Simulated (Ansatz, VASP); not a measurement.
This is a calculation of CdS for VASP 6.6.1.

The input POSCAR:

```
CdS
1.0
    0.0000000000      2.9165000000      2.9165000000
    2.9165000000      0.0000000000      2.9165000000
    2.9165000000      2.9165000000      0.0000000000
Cd S
1 1
Direct
    0.0000000000      0.0000000000      0.0000000000
    0.7500000000      0.7500000000      0.7500000000
```

File INCAR.step1:

```
SYSTEM = CdS
PREC     = Accurate       ! precision mode
ENCUT    = 520            ! plane-wave cutoff, eV
EDIFF    = 1E-5           ! SCF threshold, eV
ISMEAR   = -1             ! smearing method
SIGMA    = 0.05           ! smearing width, eV
LREAL    = .FALSE.        ! projectors in reciprocal space
LASPH    = .TRUE.         ! aspherical terms in the spheres
NELM     = 80             ! most SCF steps
ALGO     = Normal         ! electronic algorithm
ISIF     = 2              ! what is computed and relaxed
LWAVE    = .TRUE.         ! write WAVECAR
LCHARG   = .FALSE.        ! write CHGCAR
NBANDS   = 16             ! bands
GGA      = PE             ! functional
```

The input INCAR.step2:

```
SYSTEM = CdS
PREC     = Accurate       ! precision mode
ENCUT    = 520            ! plane-wave cutoff, eV
EDIFF    = 1E-6           ! SCF threshold, eV
ISMEAR   = -1             ! smearing method
SIGMA    = 0.05           ! smearing width, eV
LREAL    = .FALSE.        ! projectors in reciprocal space
LASPH    = .TRUE.         ! aspherical terms in the spheres
NELM     = 80             ! most SCF steps
ALGO     = Normal         ! electronic algorithm
ISIF     = 2              ! what is computed and relaxed
LWAVE    = .FALSE.        ! write WAVECAR
LCHARG   = .FALSE.        ! write CHGCAR
GGA      = PE             ! functional
LHFCALC  = .TRUE.         ! exact exchange
AEXX     = 0.25           ! exact-exchange fraction
PRECFOCK = Normal       
NBANDS   = 16             ! bands
ISTART   = 1
```

The input KPOINTS:

```
regular mesh
0
G
  6 6 6
  0 0 0
```

Potentials or basis: VASP PAW PBE potentials, release 64 (Cd, S).

Command:

```bash
$ cat potpaw_PBE.64/Cd/POTCAR potpaw_PBE.64/S/POTCAR > POTCAR
$ cp INCAR.step1 INCAR
$ mpirun -np 1 vasp_std > vasp.out
$ cp INCAR.step2 INCAR
$ mpirun -np 1 vasp_std > vasp.out
```

Question: Set up the same calculation for Ansatz 0.2.0. Potentials there: all-electron PAW datasets made for the crystal.

Answer: As run (the cutoff follows the program's own potentials):

File input.yaml:

```yaml
crystal:
  lattice:
    - [0.0, 2.9165, 2.9165]
    - [2.9165, 0.0, 2.9165]
    - [2.9165, 2.9165, 0.0]
  atoms:
    - { symbol: Cd, position: [0.0, 0.0, 0.0] }
    - { symbol: S, position: [0.75, 0.75, 0.75] }
kpoints:
  mp_grid: { grid: [6, 6, 6] }
scf:
  occupations: { method: fermi_dirac, width: 0.05 }
hamiltonian:
  xc: pbe0
  pseudopotentials: { kind: all_electron, datasets: crystal }
output:
  forces: true
  stress: true
```

Potentials or basis: all-electron PAW datasets made for the crystal.

Launch:

```console
$ ansatz run input.yaml --threads 1 --pin off --max-ram 3072MiB --backend cpu --events-out ev --progress --plain --runs-dir out
```

Both were run:

|  | VASP | Ansatz | Ansatz less VASP |
| --- | --- | --- | --- |
| gap on the k mesh at the Fermi level (eV) | 2.83 | 2.81 | -0.023 |
| least direct gap on the mesh (eV) | 2.83 | 2.81 | -0.023 |
| pressure (GPa) | 1.8 | 1.6 | -0.24 |

Ansatz ran all-electron here, and VASP with PAW potentials.
